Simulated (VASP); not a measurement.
Runs of VASP 6.6.1 on AlPt. The structure is that of space group Pm-3m (No. 221), or close to it. The cells are those of the table. 

```tsv
cell	gap on the mesh (eV)	pressure (GPa)
a = 3.071 Å, 2 atoms	none	-6.0
a = 3.035 Å, 2 atoms	none	1.2
a = 3.092 Å, 2 atoms	none	(a)
a = 3.038 Å, 2 atoms	none	0.6
```

Alike in all rows: task single point; level LDA; potentials or basis VASP PAW LDA potentials, release 64 (Al, Pt); no spin polarisation; k mesh 7 × 7 × 7; cutoff (eV) 520; smearing methfessel-paxton 0.2 eV.

Task: Estimate the missing entries.

Result: (a) -9.5.

Caveats: spin-orbit coupling is left out, which moves the levels of the heavy elements.

A k mesh can miss the band edges, and the runs leave out spin-orbit coupling on Pt.

A gap of «none» marks levels without a gap at the run's occupations.
